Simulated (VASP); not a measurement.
# Zn (Im-3m) in VASP: notebook, part 2 of 2

VASP 6.6.1. The steps go on from the part before.

### Step 3. Single point, RPBE (15.47 Å³/atom)

This run uses another cell than the first one, of 15.47 Å³/atom.

Input file INCAR:

```
SYSTEM = Zn
  PREC = Accurate
  ENCUT = 520
  EDIFF = 1E-7
  ISMEAR = -1
  SIGMA = 0.1
  LREAL = .False.
  LASPH = .True.
  NELM = 80
  ALGO = Normal
  ISIF = 2
  LWAVE = .False.
  LCHARG = .True.
  GGA = RP
  LELF = .True.
  LVHAR = .True.
  NBANDS = 12
```

Input file KPOINTS:

```
regular mesh
0
Gamma
  16 16 16
  0 0 0
```

Input file POSCAR:

```
Zn
1.0
   -1.5695960752      1.5695960752      1.5695960752
    1.5695960752     -1.5695960752      1.5695960752
    1.5695960752      1.5695960752     -1.5695960752
Zn
1
Direct
    0.0000000000      0.0000000000      0.0000000000
```

Potentials or basis: VASP PAW PBE potentials, release 64 (Zn).

On the command line:

```sh
cat potpaw_PBE.64/Zn/POTCAR > POTCAR
mpirun -np 1 vasp_std > vasp.out
```

OUTCAR:

```text
SYSTEM = Zn
   PREC = Accurate
   ENCUT = 520
   EDIFF = 1E-7
   ISMEAR = -1
   LREAL = .False.
   LASPH = .True.
   NELM = 80
   ISIF = 2
   GGA = RP

 ion  position               nearest neighbor table
   1  0.000  0.000  0.000-

  LATTYP: Found a body centered cubic cell.
 ALAT       =     3.1391921504

  Lattice vectors:

 A1 = (  -1.5695960752,   1.5695960752,   1.5695960752)
 A2 = (   1.5695960752,  -1.5695960752,   1.5695960752)
 A3 = (   1.5695960752,   1.5695960752,  -1.5695960752)

Analysis of symmetry for initial positions (statically):
=====================================================================
 Subroutine PRICEL returns:
 Original cell was already a primitive cell.

 Routine SETGRP: Setting up the symmetry group for a
 body centered cubic supercell.

 Subroutine GETGRP returns: Found 48 space group operations
 (whereof 48 operations were pure point group operations)
 out of a pool of 48 trial point group operations.

The static configuration has the point symmetry O_h .

Analysis of symmetry for dynamics (positions and initial velocities):
=====================================================================
 Subroutine PRICEL returns:
 Original cell was already a primitive cell.

 Routine SETGRP: Setting up the symmetry group for a
 body centered cubic supercell.

 Subroutine GETGRP returns: Found 48 space group operations
 (whereof 48 operations were pure point group operations)
 out of a pool of 48 trial point group operations.

The dynamic configuration has the point symmetry O_h .

 Subroutine INISYM returns: Found 48 space group operations
 (whereof 48 operations are pure point group operations),
 and found     1 'primitive' translations

----------------------------------------------------------------------------------------

                                     Primitive cell
[... 113 lines left out ...]
   LORBIT       =      0    0 simple, 1 ext, 2 COOP (PROOUT), +10 PAW based schemes
   GGA     = RP    functional components
   LHFCALC =     F    Hartree Fock is set to
   AEXX    =    0.0000 exact exchange contribution
   IVDW    =     0    specifies the selected vdW correction
   LEPSILON=     F    determine dielectric tensor
   LRPA    =     F    only Hartree local field effects (RPA)
 non-spin polarized calculation
  energy-cutoff  :      520.00
  volume of cell :       15.47
 maximum number of plane-waves:       429
   NGX = 11   NGY = 11   NGZ = 11

 number of electron      12.0000023 magnetization

 Free energy of the ion-electron system (eV)
  ---------------------------------------------------
  ext. energy  EPLUGINS =         0.00000000
  ---------------------------------------------------
  free energy    TOTEN  =        -0.66748740 eV

  energy without entropy =       -0.65756689  energy(sigma->0) =       -0.66252714

 E-fermi :   3.2800     XC(G=0): -11.3442

 val. band max:        3.2370913934   @ k =   0.3750   0.1250   0.0625
 cond. band min:       3.2855745049   @ k =   0.3750   0.2500   0.0000
 fundamental gap:      0.0484831115
 Fermi energy:         3.2800232789

 k-point     1 :       0.0000    0.0000    0.0000
  band No.  band energies     occupation
      1      -7.0914      2.00000
      2      -4.5127      2.00000
      3      -4.5126      2.00000
      4      -4.5126      2.00000
      5      -4.0194      2.00000
      6      -4.0194      2.00000
      7      22.2924      0.00000
      8      22.2924      0.00000
      9      22.2925      0.00000
     10      23.8615      0.00000
     11      23.8615      0.00000
     12      23.8615      0.00000
[... 331 lines left out ...]
 k-point    24 :       0.2500    0.1875    0.0000
  band No.  band energies     occupation
      1      -4.8972      2.00000
      2      -4.6661      2.00000
      3      -4.3168      2.00000
      4      -4.0962      2.00000
      5      -3.9464      2.00000
      6      -1.8615      2.00000
      7       7.9693      0.00000
      8       9.8793      0.00000
      9      15.2968      0.00000
     10      21.8686      0.00000
     11      23.6763      0.00000
     12      27.3380      0.00000

 [... further k-points ...]

------------------------ aborting loop because EDIFF is reached ----------------------------------------

  FORCE on cell =-STRESS in cart. coord.  units (eV):
  Direction    XX          YY          ZZ          XY          YZ          ZX
  --------------------------------------------------------------------------------------
  -------------------------------------------------------------------------------------
  Total        0.2850035      0.2850035      0.2850035     -0.0000000      0.0000000     -0.0000000
  in kB       29.5214050     29.5214050     29.5214050     -0.0000000      0.0000000     -0.0000000
  external PRESSURE =      29.5214050 kB  Pullay stress =       0.0000000 kB

 VOLUME and BASIS-vectors are now :
 -----------------------------------------------------------------------------
  energy-cutoff  :      520.00
  volume of cell :       15.47
      direct lattice vectors                 reciprocal lattice vectors
    -1.569596075  1.569596075  1.569596075     0.000000000  0.318553294  0.318553294
     1.569596075 -1.569596075  1.569596075     0.318553294  0.000000000  0.318553294
     1.569596075  1.569596075 -1.569596075     0.318553294  0.318553294  0.000000000

 POSITION                                       TOTAL-FORCE (eV/Angst)
 -----------------------------------------------------------------------------------
      0.00000      0.00000      0.00000        -0.000000      0.000000     -0.000000
 -----------------------------------------------------------------------------------
    total drift:                                0.000000     -0.000000      0.000000

  FREE ENERGIE OF THE ION-ELECTRON SYSTEM (eV)
  ---------------------------------------------------
  free  energy   TOTEN  =        -0.6674873970 eV

  energy  without entropy=       -0.6575668919  energy(sigma->0) =       -0.66252714
```

OSZICAR:

```text
N       E                     dE             d eps       ncg     rms          rms(c)
DAV:   1     0.423948317869E+02    0.42395E+02   -0.65886E+03  3544   0.157E+03
DAV:   2     0.572843716712E+00   -0.41822E+02   -0.39619E+02  3600   0.213E+02
DAV:   3    -0.732032380741E+00   -0.13049E+01   -0.13021E+01  3976   0.369E+01
DAV:   4    -0.735063212979E+00   -0.30308E-02   -0.30307E-02  3900   0.176E+00
DAV:   5    -0.735065559438E+00   -0.23465E-05   -0.23466E-05  3924   0.471E-02    0.274E+00
DAV:   6    -0.670547618102E+00    0.64518E-01   -0.34777E-01  3960   0.119E+01    0.213E+00
DAV:   7    -0.668423356359E+00    0.21243E-02   -0.60746E-03  3644   0.143E+00    0.106E+00
DAV:   8    -0.667466069543E+00    0.95729E-03   -0.13243E-03  3748   0.557E-01    0.490E-02
DAV:   9    -0.667486743379E+00   -0.20674E-04   -0.75041E-05  4276   0.971E-02    0.180E-02
DAV:  10    -0.667487678767E+00   -0.93539E-06   -0.22366E-06  3960   0.193E-02    0.143E-03
DAV:  11    -0.667487496524E+00    0.18224E-06   -0.52738E-08  2476   0.433E-03    0.431E-04
DAV:  12    -0.667487396974E+00    0.99550E-07   -0.11524E-08  1956   0.147E-03
   1 F= -.66748740E+00 E0= -.66252714E+00  d E =-.992051E-02
```

It took 14 s on 1 thread of Intel Xeon Platinum 8488C (Sapphire Rapids), shared host; peak memory 0.14 GiB.

Results:

```yaml
Free_energy: -0.6675 eV
Pressure: 3.0 GPa
Band_gap_on_the_k_mesh: zero (bands 6 and 7 overlap by 5.17 eV)
```

Caveat: the PAW data sets were made with another functional, which shifts forces and pressure a little.
